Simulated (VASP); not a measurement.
Runs of VASP 6.6.1 on Cd. The structure is that of space group P6/mmm (No. 191), or close to it. The cells are those of the table. 

```csv
task,cell,k mesh for the DOS,occupations for the DOS,gap on the mesh (eV),pressure (GPa)
single point,"a = 4.892, b = 4.892, c = 2.910 Å, angles 90.0, 90.0, 120.0°, 3 atoms",-,-,none,10.2
single point,"a = 4.226, b = 4.226, c = 2.523 Å, angles 90.0, 90.0, 120.0°, 3 atoms",-,-,none,(a)
single point,"a = 3.792, b = 3.792, c = 2.280 Å, angles 90.0, 90.0, 120.0°, 3 atoms",-,-,none,475.2
single point,"a = 5.141, b = 5.141, c = 3.099 Å, angles 90.0, 90.0, 120.0°, 3 atoms",-,-,none,0.2
```

Alike in all rows: level PBE; potentials or basis VASP PAW PBE potentials, release 64 (Cd); no spin polarisation; k mesh 7 × 7 × 10; cutoff (eV) 520; smearing fermi-dirac 0.08 eV.

Task: Estimate the missing entries.

Result: (a) 128.4.

A k mesh can miss the band edges, and the runs leave out spin-orbit coupling on Cd.

A gap of «none» marks levels without a gap at the run's occupations.
